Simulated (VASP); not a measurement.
Sb:

```
CELL_PARAMETERS angstrom
3.35453 0.00000 0.00000
-1.67727 2.90511 0.00000
0.00000 0.00000 5.47016
ATOMIC_POSITIONS crystal
Sb 0.66667 0.33333 0.75000
Sb 0.33333 0.66667 0.25000
```

* Program: VASP 6.6.1
* Task: relaxation of cell and atoms
* Functional: PBE
* Potentials or basis: VASP PAW PBE potentials, release 64 (Sb)
* Cutoff: 600 eV
* k mesh: 9 × 9 × 5
* Occupations: fermi-dirac, width 0.05 eV
* Spin: no spin polarisation

At the start: pressure 1.3 GPa; volume 26.65 Å³/atom.

Question: Where does the relaxation end?

Answer: Over 9 steps the energy falls by 3.6 meV/atom and the volume is 27.29 Å³/atom (+2.4 %); space group P6_3/mmc (No. 194, to 0.05 Å).

Step by step:
| step | energy change (eV) | largest force (eV/Å) | pressure (GPa) | volume (Å³) |
| --- | --- | --- | --- | --- |
| 1 | 0.0000 | 0.0000 | 1.34 | 53.31 |
| 2 | -0.0039 | 0.0000 | -0.59 | 55.05 |
| 3 | -0.0049 | 0.0000 | -0.01 | 54.50 |
| 4 | -0.0049 | 0.0000 | -0.04 | 54.52 |
| 5 | -0.0052 | 0.0000 | -0.04 | 54.53 |
| 6 | -0.0058 | 0.0000 | -0.05 | 54.54 |
| 7 | -0.0067 | 0.0000 | -0.05 | 54.57 |
| 8 | -0.0073 | 0.0000 | 0.03 | 54.59 |
| 9 | -0.0073 | 0.0000 | 0.01 | 54.59 |

Final structure:
```yaml
crystal:
  lattice:
    - [3.44402, 0.00000, 0.00000]
    - [-1.72201, 2.98261, 0.00000]
    - [0.00000, 0.00000, 5.31427]
  atoms:
    - { symbol: Sb, position: [0.66667, 0.33333, 0.75000] }
    - { symbol: Sb, position: [0.33333, 0.66667, 0.25000] }
```
